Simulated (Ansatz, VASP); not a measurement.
# Co in VASP and in Ansatz

File INCAR:

```
  PREC = Accurate
  ENCUT = 600
  EDIFF = 1E-6
  ISMEAR = 0
  SIGMA = 0.1
  LREAL = F
  LASPH = T
  NELM = 60
  ALGO = Fast
  ISIF = 3
  LWAVE = F
  LCHARG = F
  GGA = PS
  IBRION = 2
  NSW = 100
  EDIFFG = -0.01
```

KPOINTS

```
Automatic mesh
0
Gamma
  20 20 20
```

The input POSCAR:

```
Co
1.0
    0.0000000000      2.4205250217      2.4205250217
    2.4205250217      0.0000000000      2.4205250217
    2.4205250217      2.4205250217      0.0000000000
Co
2
Direct
    0.0000000000      0.0000000000      0.0000000000
    0.2500000000      0.2500000000      0.2500000000
```

Input for Ansatz:

```yaml
crystal:
  lattice:
    - [0.0, 2.4205250217, 2.4205250217]
    - [2.4205250217, 0.0, 2.4205250217]
    - [2.4205250217, 2.4205250217, 0.0]
  atoms:
    - { symbol: Co, position: [0.0, 0.0, 0.0] }
    - { symbol: Co, position: [0.25, 0.25, 0.25] }
basis:
  ecutwfc: 420
kpoints:
  mp_grid: { grid: [20, 20, 20] }
hamiltonian:
  xc: pbesol
scf:
  occupations: { method: gaussian, width: 0.1 }
output:
  forces: true
  stress: true
  eigenvalues: true
relax:
  adjacent_minimum: "off"
  f_tol: 0.01
  max_steps: 80
  cell: { stress_tol: 0.05 }
```

Alike in both runs: task relaxation of cell and atoms; functional PBEsol; k mesh 20 × 20 × 20; occupations gaussian, width 0.1 eV; no spin polarisation.

|  | VASP | Ansatz |
| --- | --- | --- |
| version | VASP 6.6.1 | Ansatz 0.2.0 |
| potentials or method | VASP PAW PBE potentials, release 64 (Co), cutoff 600 eV | scalar-relativistic, plane waves, PAW |
| valence electrons in the cell | 18 | 34 |

Ansatz gave:

* gap on the k mesh at the Fermi level, each at its own relaxed structure (eV): none
* relaxed volume (Å³/atom): 14.20
* relaxed cell length with the largest relative difference (Å): 3.424

Which values does VASP return?

gap on the k mesh at the Fermi level, each at its own relaxed structure (eV): none; relaxed volume (Å³/atom): 14.04; relaxed cell length with the largest relative difference (Å): 3.412.

VASP's potentials were made for PBE, not for PBEsol. A gap of «none» marks a metal or a gap that the smearing closes. VASP's potentials hold 18 valence electrons a cell and Ansatz's 34, so a difference there can come from the potentials and not from the codes.
